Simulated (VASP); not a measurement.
Here is a VASP 6.6.1 calculation.

The input INCAR:

```
PREC = Accurate
ENCUT = 520
EDIFF = 1E-6
ISMEAR = 0
SIGMA = 0.05
LREAL = F
LASPH = T
NELM = 60
ALGO = Normal
ISIF = 2
LWAVE = F
LCHARG = F
GGA = PE
NBANDS = 18
```

The input KPOINTS:

```
regular mesh
0
Gamma
  9 9 6
```

POSCAR

```
LiF
1.0
    3.0619407579      0.0000000000      0.0000000000
   -1.5309703789      2.6517184812      0.0000000000
    0.0000000000      0.0000000000      5.1088481545
Li F
2 2
Direct
    0.3333333333      0.6666666667      0.4116718394
    0.6666666667      0.3333333333      0.9116718394
    0.3333333333      0.6666666667      0.9939266766
    0.6666666667      0.3333333333      0.4939266766
```

Potentials or basis: VASP PAW PBE potentials, release 64 (Li_sv, F).

The run is started by

```console
$ cat potpaw_PBE.64/Li_sv/POTCAR potpaw_PBE.64/F/POTCAR > POTCAR
$ mpirun -np 1 vasp_std > vasp.out
```

(1) Estimate the largest force.

(2) Estimate the band gap on the k mesh.

## Answers

(1) 0.329 eV/Å.

(2) 7.50 eV, direct.
